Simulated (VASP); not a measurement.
Write the native input for VASP 6.6.1 that does the following.

| Quantity | Value |
| --- | --- |
| Task | single point |
| Functional | PBE |
| Potentials or basis | VASP PAW PBE potentials, release 64 (As) |
| Cutoff | 520 eV |
| k mesh | 18 × 18 × 18 |
| Occupations | fermi-dirac, width 0.05 eV |
| Spin | no spin polarisation |
| Dipole correction | no |
| Further INCAR settings | ALGO = Normal; EDIFF = 1e-06; NBANDS = 8 |

The structure of As lies in POSCAR:

```
As
1.0
    0.0000000000      1.7996845687      1.7996845687
    1.7996845687      0.0000000000      1.7996845687
    1.7996845687      1.7996845687      0.0000000000
As
1
Direct
    0.0000000000      0.0000000000      0.0000000000
```

This cell differs from its parent crystal: volume scaled by 0.603, to set the pressure.

These files were run (other wordings do the same):

INCAR

```
SYSTEM = As
  ALGO = Normal
  EDIFF = 1E-6
  ENCUT = 520
  GGA = PE
  ISIF = 2
  ISMEAR = -1
  LASPH = .True.
  LCHARG = .False.
  LREAL = .False.
  LWAVE = .False.
  NBANDS = 8
  NELM = 60
  PREC = Accurate
  SIGMA = 0.05
```

KPOINTS

```
k-points
0
Gamma
  18 18 18
  0 0 0
```

Potentials or basis: VASP PAW PBE potentials, release 64 (As).

Launch:

```console
$ cat potpaw_PBE.64/As/POTCAR > POTCAR
$ mpirun -np 1 vasp_std > vasp.out
```

It gave:

```
Pressure : 121.5 GPa
```

Caveat: the cell differs from its parent crystal (volume scaled by 0.603, to set the pressure).

Run time: 8.9 s on 1 thread of Intel(R) Xeon(R) Platinum 8488C (Sapphire Rapids), with other jobs on the host, peak memory 0.13 GiB.
